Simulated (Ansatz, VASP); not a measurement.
# SnPb2O3: VASP beside Ansatz

```
CELL_PARAMETERS angstrom
3.46292 0.00000 0.00000
0.00000 3.46292 0.00000
0.00000 0.00000 9.52302
ATOMIC_POSITIONS crystal
Sn 0.00000 0.00000 0.00000
Pb 0.00000 0.50000 0.64929
Pb 0.50000 0.00000 0.35071
O 0.00000 0.50000 0.40960
O 0.50000 0.00000 0.59040
O 0.50000 0.50000 0.00000
```

Change from the starting cell: species swapped into the Ti2CuSb3 type (P-4m2, No. 115).

Alike in both runs: functional PBE; k mesh 4 × 4 × 2; occupations gaussian, width 0.1 eV; no spin polarisation.

Ansatz relaxed the structure, and its values are those at the end. VASP's run is a single point on that final structure, the one shown.

```csv
,VASP,Ansatz
version,VASP 6.6.1,Ansatz 0.2.0
potentials or method,"VASP PAW PBE potentials, release 64 (Sn_d, Pb_d, O), cutoff 520 eV","scalar-relativistic, plane waves, PAW"
valence electrons in the cell,60,60
```

```csv
,VASP,Ansatz,Ansatz less VASP
gap on the k mesh at the Fermi level (eV),0.26,0.26,+0.004
least direct gap on the mesh (eV),0.72,0.72,+0.003
pressure (GPa),0.1,0.1,-0.02
rms of the force components (eV/Å),0.016,0.012,-0.0038
```

The functional is the same, so the differences come from potentials, cutoffs and numerics.

The k mesh is coarse, so the values compare programs but aren't converged. Spin-orbit coupling is off throughout.
